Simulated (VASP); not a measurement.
Runs of VASP 6.6.1 on Si. The structure is that of space group P6/mmm (No. 191), or close to it. The cells are those of the table. This isn't the form of Si at room conditions, which is diamond.

```csv
level,cell,k mesh,cutoff (eV),gap on the mesh (eV),pressure (GPa)
r2SCAN,"a = 2.563, b = 2.563, c = 2.412 Å, angles 90.0, 90.0, 120.0°, 1 atom",18 × 18 × 16,520,none,11.5
PBE,"a = 2.515, b = 2.485, c = 2.439 Å, angles 89.1, 89.4, 118.0°, 1 atom",16 × 16 × 16,500,none,15.8
PBE,"a = 2.595, b = 2.595, c = 2.368 Å, angles 90.0, 90.0, 120.0°, 1 atom",18 × 18 × 16,500,none,12.5
PBE,"a = 2.728, b = 2.728, c = 2.605 Å, angles 90.0, 90.0, 120.0°, 1 atom",18 × 18 × 16,500,none,(a)
```

Alike in all rows: task single point; potentials or basis VASP PAW PBE potentials, release 64 (Si); no spin polarisation; smearing gaussian 0.1 eV.

Task: Estimate the missing entries.

Result: (a) -8.8.

Caveats: the cell stands under pressure (at least some runs); the PAW data sets were made with another functional, which shifts forces and pressure a little (at least some runs); the cell stands under tension (at least some runs).

A gap of «none» marks levels without a gap at the run's occupations.
